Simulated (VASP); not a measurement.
Here is a VASP 6.6.1 calculation.

File INCAR:

```
SYSTEM = Be3Zn2Se5
PREC = Accurate
ENCUT = 520
EDIFF = 1E-6
ISMEAR = 0
SIGMA = 0.1
LREAL = .FALSE.
LASPH = .TRUE.
NELM = 100
ALGO = Normal
ISIF = 2
LWAVE = .FALSE.
LCHARG = .TRUE.
GGA = PE
LELF = .TRUE.
LVHAR = .TRUE.
NBANDS = 41
```

File KPOINTS:

```
regular mesh
0
G
  4 4 4
  0 0 0
```

POSCAR

```
Be3Zn2Se5
1.0
   -3.8205209636      0.0000291291     -0.0001018650
   -0.0000666770      0.0002718851      5.3731923246
    1.9099183255      9.5876813886     -2.6862077280
Be Zn Se
3 2 5
Direct
    0.5926083782      0.5905670385      0.1852362877
    0.0000655758      0.9941022323     -0.0000045305
    0.4074375100      0.4053060386      0.8147587941
    0.8044216218      0.8044571151      0.6086573504
    0.1954398534      0.1957988610      0.3913301512
    0.6915996582      0.4722637745      0.3835125049
    0.9085064504      0.6404158204      0.8168818054
    0.0915486377      0.8235584241      0.1831264715
    0.3083134650      0.0887460512      0.6164908770
    0.5000588495      0.2347856443      0.0000102883
```

Potentials or basis: VASP PAW PBE potentials, release 64 (Be, Zn, Se).

Launch:

```sh
$ cat potpaw_PBE.64/Be/POTCAR potpaw_PBE.64/Zn/POTCAR potpaw_PBE.64/Se/POTCAR > POTCAR
$ mpirun -np 1 vasp_std > vasp.out
```

Q: Estimate the largest force.

A: 0.015 eV/Å.

Q: Predict the band gap on the k mesh.

A: 2.37 eV.

Forces on the atoms (eV/Å):
```
Be   0.000 -0.001  0.002
Be   0.000  0.000  0.001
Be   0.000  0.001  0.002
Zn   0.001  0.003  0.000
Zn  -0.002 -0.003 -0.003
Se   0.000 -0.009  0.011
Se   0.000  0.011 -0.010
Se   0.000 -0.011 -0.010
Se   0.000  0.009  0.011
Se   0.000  0.000 -0.004
```

A k mesh can miss the band edges.
